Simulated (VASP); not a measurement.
Set up this calculation in VASP 6.6.1, as the native input.

```
Task                               : single point
Functional                         : PBE0
Potentials or basis                : VASP PAW PBE potentials, release 64 (Ga_d, As)
Cutoff                             : 520 eV
k mesh                             : 5 × 5 × 5
Occupations                        : fermi-dirac, width 0.05 eV
Spin                               : no spin polarisation
Dipole correction                  : no
Grid for exact exchange (PRECFOCK) : Normal
Further INCAR settings             : ALGO = Normal; EDIFF = 1e-06; NBANDS = 16
Share of exact exchange            : 0.25
```

GaAs:

```xyz
2
Lattice="0.0000 2.6611 2.6611 2.6611 0.0000 2.6611 2.6611 2.6611 0.0000" Properties=species:S:1:pos:R:3 pbc="T T T"
Ga    0.0000    0.0000    0.0000
As    2.6611    2.6611    2.6611
```

These files were run (other wordings do the same):

POSCAR

```
GaAs
1.0
    0.0000000000      2.6610630565      2.6610630565
    2.6610630565      0.0000000000      2.6610630565
    2.6610630565      2.6610630565      0.0000000000
Ga As
1 1
Direct
    0.0000000000      0.0000000000      0.0000000000
    0.5000000000      0.5000000000      0.5000000000
```

INCAR.step1

```
PREC     = Accurate       # precision mode
ENCUT    = 520            # plane-wave cutoff, eV
EDIFF    = 1E-5           # SCF threshold, eV
ISMEAR   = -1             # smearing method
SIGMA    = 0.05           # smearing width, eV
LREAL    = False          # projectors in reciprocal space
LASPH    = True           # aspherical terms in the spheres
NELM     = 80             # most SCF steps
ALGO     = Normal         # electronic algorithm
ISIF     = 2              # what is computed and relaxed
LWAVE    = True           # write WAVECAR
LCHARG   = False          # write CHGCAR
NBANDS   = 16             # bands
GGA      = PE             # functional
```

INCAR.step2

```
PREC     = Accurate       # precision mode
ENCUT    = 520            # plane-wave cutoff, eV
EDIFF    = 1E-6           # SCF threshold, eV
ISMEAR   = -1             # smearing method
SIGMA    = 0.05           # smearing width, eV
LREAL    = False          # projectors in reciprocal space
LASPH    = True           # aspherical terms in the spheres
NELM     = 80             # most SCF steps
ALGO     = Normal         # electronic algorithm
ISIF     = 2              # what is computed and relaxed
LWAVE    = False          # write WAVECAR
LCHARG   = False          # write CHGCAR
GGA      = PE             # functional
LHFCALC  = True           # exact exchange
AEXX     = 0.25           # exact-exchange fraction
PRECFOCK = Normal       
NBANDS   = 16             # bands
ISTART   = 1
```

KPOINTS

```
Automatic mesh
0
Gamma
  5 5 5
```

Potentials or basis: VASP PAW PBE potentials, release 64 (Ga_d, As).

Run with:

```console
$ cat potpaw_PBE.64/Ga_d/POTCAR potpaw_PBE.64/As/POTCAR > POTCAR
$ cp INCAR.step1 INCAR
$ mpirun -np 1 vasp_std > vasp.out
$ cp INCAR.step2 INCAR
$ mpirun -np 1 vasp_std > vasp.out
```

It gave:

- Pressure: -0.2 GPa
- Band gap on the k mesh: zero (bands 9 and 10 overlap by 3.99 eV)

Caveat: the k points lie up to 0.41 Å⁻¹ apart, too coarse for converged energies and pressures of a metal; the PAW data sets were made with another functional, which shifts forces and pressure a little.

Run time: 61 min on 1 thread of AMD EPYC 7R13 Processor (Zen 3), with other jobs on the host, peak memory 0.16 GiB.
